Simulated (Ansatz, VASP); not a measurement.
Y2Si2F in VASP and in Ansatz

```xyz
5
Lattice="3.6586 0.0000 0.0000 0.0000 3.6586 0.0000 0.0000 0.0000 7.8689" Properties=species:S:1:pos:R:3 pbc="T T T"
Y     1.8293    1.8293    1.8079
Y     1.8293    1.8293    6.0610
Si    0.0000    1.8293    3.9344
Si    1.8293    0.0000    3.9344
F     0.0000    0.0000    0.0000
```

Change from the starting cell: species swapped into the CeMg2Si2 type (P4/mmm, No. 123).

Alike in both runs: task relaxation of cell and atoms; functional PBE; k mesh 10 × 10 × 6; occupations gaussian, width 0.1 eV; no spin polarisation.

|  | VASP | Ansatz |
| --- | --- | --- |
| version | VASP 6.6.1 | Ansatz 0.2.0 |
| potentials or method | VASP PAW PBE potentials, release 64 (Y_sv, Si, F), cutoff 600 eV | scalar-relativistic, plane waves, PAW |
| valence electrons in the cell | 37 | 37 |

```csv
,VASP,Ansatz,Ansatz less VASP
"gap on the k mesh at the Fermi level, each at its own relaxed structure (eV)",none,none,-
relaxed volume (Å³/atom),20.88,20.93,+0.053
relaxed cell length with the largest relative difference (Å),3.648,3.652,+0.0033
```

A gap of «none» marks a metal or a gap that the smearing closes.
